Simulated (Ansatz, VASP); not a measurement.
## One calculation of MoS2, two programs

```xyz
3
Lattice="3.2275 0.0000 0.0000 -1.6137 2.7951 0.0000 0.0000 0.0000 6.3125" Properties=species:S:1:pos:R:3 pbc="T T T"
Mo    0.0000    0.0000    3.1562
S     1.6137    0.9317    4.7008
S     0.0000    1.8634    1.6117
```

Alike in both runs: functional HSE06; k mesh 5 × 5 × 2; occupations fermi-dirac, width 0.05 eV; no spin polarisation.

|  | VASP | Ansatz |
| --- | --- | --- |
| version | VASP 6.6.1 | Ansatz 0.2.0 |
| potentials or method | VASP PAW PBE potentials, release 64 (Mo_sv, S) | Ansatz PAW |
| plane-wave cutoff (eV) | 520 | 420 |
| valence electrons in the cell | 26 | 26 |
| task | single point | band structure |

|  | VASP | Ansatz | Ansatz less VASP |
| --- | --- | --- | --- |
| gap on the k mesh at the Fermi level (eV) | none | none | - |
| pressure (GPa) | -3.3 | -3.1 | +0.21 |
| traceless stress, the component that is largest in VASP (GPa) | 0.19 | 0.21 | +0.015 |
| rms of the force components (eV/Å) | 0.178 | 0.169 | -0.0090 |

Atom by atom the forces differ by 0.009 eV/Å (rms over components). A gap of «none» marks a metal or a gap that the smearing closes. With one functional, cell and mesh, what is left measures potentials, basis and numerics.

The k mesh is coarse, so the values compare programs but aren't converged.
